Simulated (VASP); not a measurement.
A run of VASP 6.6.1:

INCAR

```
SYSTEM = Ca3Ti
PREC = Accurate
ENCUT = 600
EDIFF = 1E-6
ISMEAR = 0
SIGMA = 0.1
LREAL = .False.
LASPH = .True.
NELM = 100
ALGO = Normal
ISIF = 3
LWAVE = .False.
LCHARG = .False.
GGA = PE
IBRION = 2
NSW = 90
EDIFFG = -0.04
```

KPOINTS

```
Automatic mesh
0
Gamma
  4 4 4
  0 0 0
```

Contents of POSCAR:

```
Ca3Ti
1.0
    4.5755821078      0.0000000000      0.0000000000
    0.0000000000      4.5755821078      0.0000000000
    0.0000000000      0.0000000000      4.5285515100
Ca Ti
3 1
Direct
    0.0000000000      0.5000000000      0.5000000000
    0.5000000000      0.0000000000      0.5000000000
    0.5000000000      0.5000000000      0.0000000000
    0.0000000000      0.0000000000      0.0000000000
```

Potentials or basis: VASP PAW PBE potentials, release 64 (Ca_sv, Ti_sv).

Run with:

```bash
$ cat potpaw_PBE.64/Ca_sv/POTCAR potpaw_PBE.64/Ti_sv/POTCAR > POTCAR
$ mpirun -np 1 vasp_std > vasp.out
```

Hardware: 1 thread of Oxide Virtual Turin-like Processor (shared host).

Problem. Estimate the wall time of this run.

Solution. Run time: 3.7 min on 1 thread of Oxide Virtual Turin-like Processor, with other jobs on the host, peak memory 0.23 GiB. Counts: scf iterations 66, k points 18, ion steps 4.
